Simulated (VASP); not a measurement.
Input of a VASP 6.6.1 run:

Contents of INCAR:

```
ALGO = Normal
EDIFF = 1E-7
EDIFFG = -0.01
ENCUT = 600
GGA = PE
IBRION = 2
ISIF = 3
ISMEAR = 0
LASPH = True
LCHARG = False
LREAL = False
LWAVE = False
NELM = 100
NSW = 80
PREC = Accurate
SIGMA = 0.05
```

Contents of KPOINTS:

```
k-points
0
Gamma
  12 12 10
```

Contents of POSCAR:

```
MgB2
1.0
    3.0952499526      0.0000000000      0.0000000000
   -1.5476249763      2.6805650900      0.0000000000
    0.0000000000      0.0000000000      3.5347044049
Mg B
1 2
Direct
    0.0000000000      0.0000000000      0.0000000000
    0.3333333333      0.6666666667      0.5000000000
    0.6666666667      0.3333333333      0.5000000000
```

Potentials or basis: VASP PAW PBE potentials, release 64 (Mg, B).

Command:

```bash
$ cat potpaw_PBE.64/Mg/POTCAR potpaw_PBE.64/B/POTCAR > POTCAR
$ mpirun -np 1 vasp_std > vasp.out
```

**Question.** What does it give for the space group after relaxing (to 0.05 Å)?

**Answer.** P6/mmm (No. 191).

**Question.** Predict the band gap on the k mesh.

**Answer.** Zero (band 4 reaches 7.13 eV, above the bottom of band 5 at 3.30 eV).

Stress tensor (GPa, compression positive):
```
 0.03  0.00  0.00
 0.00  0.03  0.00
 0.00  0.00 -0.06
```
